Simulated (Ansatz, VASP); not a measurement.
## Ti2Al in VASP and in Ansatz

```xyz
3
Lattice="2.7923 0.0000 0.0000 0.0000 2.7923 0.0000 0.0000 0.0000 6.7151" Properties=species:S:1:pos:R:3 pbc="T T T"
Ti    1.3961    1.3961    1.9408
Ti    1.3961    1.3961    4.7742
Al    0.0000    0.0000    0.0000
```

Change from the starting cell: species swapped into the FeSi2 type (P4/mmm, No. 123).

Alike in both runs: functional PBE; k mesh 16 × 16 × 8; occupations gaussian, width 0.1 eV; no spin polarisation.

Ansatz relaxed the structure, and its values are those at the end. VASP's run is a single point on that final structure, the one shown.

|  | VASP | Ansatz |
| --- | --- | --- |
| version | VASP 6.6.1 | Ansatz 0.2.0 |
| potentials or method | VASP PAW PBE potentials, release 64 (Ti_sv, Al), cutoff 520 eV | scalar-relativistic, plane waves, PAW |
| valence electrons in the cell | 27 | 27 |

```csv
,VASP,Ansatz,Ansatz less VASP
gap on the k mesh at the Fermi level (eV),none,none,-
pressure (GPa),-0.1,0.0,+0.07
rms of the force components (eV/Å),0.005,0.002,-0.0028
```

A gap of «none» marks a metal or a gap that the smearing closes. With one functional, cell and mesh, what is left measures potentials, basis and numerics.
